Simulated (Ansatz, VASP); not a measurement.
CuSi3 in VASP and in Ansatz

The input INCAR:

```
SYSTEM = CuSi3
PREC = Accurate
ENCUT = 600
EDIFF = 1E-7
ISMEAR = 0
SIGMA = 0.1
LREAL = .False.
LASPH = .True.
NELM = 100
ALGO = Normal
ISIF = 3
LWAVE = .False.
LCHARG = .False.
GGA = PE
IBRION = 2
NSW = 100
EDIFFG = -0.01
```

Contents of KPOINTS:

```
Automatic mesh
0
Gamma
  18 18 18
  0 0 0
```

POSCAR

```
CuSi3
1.0
   -1.8621272260      1.8621272260      4.1595569204
    1.8621272260     -1.8621272260      4.1595569204
    1.8621272260      1.8621272260     -4.1595569204
Si Cu
3 1
Direct
    0.5000000000      0.5000000000      0.0000000000
    0.2500000000      0.7500000000      0.5000000000
    0.7500000000      0.2500000000      0.5000000000
    0.0000000000      0.0000000000      0.0000000000
```

Input for Ansatz:

```yaml
crystal:
  lattice:
    - [-1.862127226, 1.862127226, 4.1595569204]
    - [1.862127226, -1.862127226, 4.1595569204]
    - [1.862127226, 1.862127226, -4.1595569204]
  atoms:
    - { symbol: Si, position: [0.5, 0.5, 0.0] }
    - { symbol: Si, position: [0.25, 0.75, 0.5] }
    - { symbol: Si, position: [0.75, 0.25, 0.5] }
    - { symbol: Cu, position: [0.0, 0.0, 0.0] }
basis:
  ecutwfc: 420
kpoints:
  mp_grid: { grid: [18, 18, 18] }
hamiltonian:
  xc: pbe
scf:
  occupations: { method: gaussian, width: 0.1 }
output:
  forces: true
  stress: true
  eigenvalues: true
relax:
  adjacent_minimum: "off"
  f_tol: 0.01
  max_steps: 80
  cell: { stress_tol: 0.05 }
```

Alike in both runs: task relaxation of cell and atoms; functional PBE; k mesh 18 × 18 × 18; occupations gaussian, width 0.1 eV; no spin polarisation.

```csv
,VASP,Ansatz
version,VASP 6.6.1,Ansatz 0.2.0
potentials or method,"VASP PAW PBE potentials, release 64 (Si, Cu), cutoff 600 eV","scalar-relativistic, plane waves, PAW"
valence electrons in the cell,23,31
```

```tsv
	VASP	Ansatz	Ansatz less VASP
gap on the k mesh at the Fermi level, each at its own relaxed structure (eV)	none	none	-
relaxed volume (Å³/atom)	13.94	13.93	-0.014
relaxed cell length with the largest relative difference (Å)	4.524	4.520	-0.0034
```

A gap of «none» marks a metal or a gap that the smearing closes. VASP's potentials hold 23 valence electrons a cell and Ansatz's 31, so a difference there can come from the potentials and not from the codes.
